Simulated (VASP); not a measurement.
Set up this calculation in VASP 6.6.1, as the native input.

| Quantity | Value |
| --- | --- |
| Task | relaxation of cell and atoms |
| Functional | PBE |
| Potentials or basis | VASP PAW PBE potentials, release 64 (Hf_pv, As) |
| Cutoff | 600 eV |
| k mesh | 6 × 6 × 6 |
| Occupations | gaussian, width 0.02 eV |
| Spin | no spin polarisation |
| Dipole correction | no |
| Further INCAR settings | ALGO = Normal; EDIFF = 1e-06; IBRION = 2; EDIFFG = -0.01; NSW = 100; ISIF = 3 |

The structure of Hf3As4 lies in POSCAR:

```
Hf3As4
1.0
    5.8636031430      0.0000000000      0.0000000000
    0.0000000000      5.8636031430      0.0000000000
    0.0000000000      0.0000000000      5.8636031430
Hf As
3 4
Direct
    0.0000000000      0.0000000000      0.5000000000
    0.5000000000      0.0000000000      0.0000000000
    0.0000000000      0.5000000000      0.0000000000
    0.2664796547      0.7335203453      0.2664796547
    0.7335203453      0.2664796547      0.2664796547
    0.2664796547      0.2664796547      0.7335203453
    0.7335203453      0.7335203453      0.7335203453
```

The input as run:

INCAR

```
SYSTEM = Hf3As4
PREC = Accurate ; ENCUT = 600
EDIFF = 1E-6 ; ISMEAR = 0
SIGMA = 0.02 ; LREAL = .FALSE.
LASPH = .TRUE. ; NELM = 100
ALGO = Normal ; ISIF = 3
LWAVE = .FALSE. ; LCHARG = .FALSE.
GGA = PE ; IBRION = 2
NSW = 100 ; EDIFFG = -0.01
```

KPOINTS

```
regular mesh
0
G
  6 6 6
  0 0 0
```

Potentials or basis: VASP PAW PBE potentials, release 64 (Hf_pv, As).

Launch:

```console
$ cat potpaw_PBE.64/Hf_pv/POTCAR potpaw_PBE.64/As/POTCAR > POTCAR
$ mpirun -np 1 vasp_std > vasp.out
```

It gave:

```json
{
  "Relaxed volume": "28.78 Å³/atom",
  "Relaxed cell": "a = 5.862 Å, b = 5.862 Å, c = 5.862 Å, α = 90.00°, β = 90.00°, γ = 90.00°",
  "Space group after relaxing (to 0.05 Å)": "P-43m (No. 215)",
  "Energy gained by relaxing": "0.2 meV/atom",
  "Ionic steps": "9",
  "Pressure after relaxing": "0.0 GPa",
  "Band gap on the k mesh": "1.06 eV, direct"
}
```

Caveat: spin-orbit coupling is left out, which moves the levels of the heavy elements.

Run time: 5.6 min on 1 thread of Intel(R) Xeon(R) 6975P-C (Granite Rapids) (shared host), peak memory 0.41 GiB.
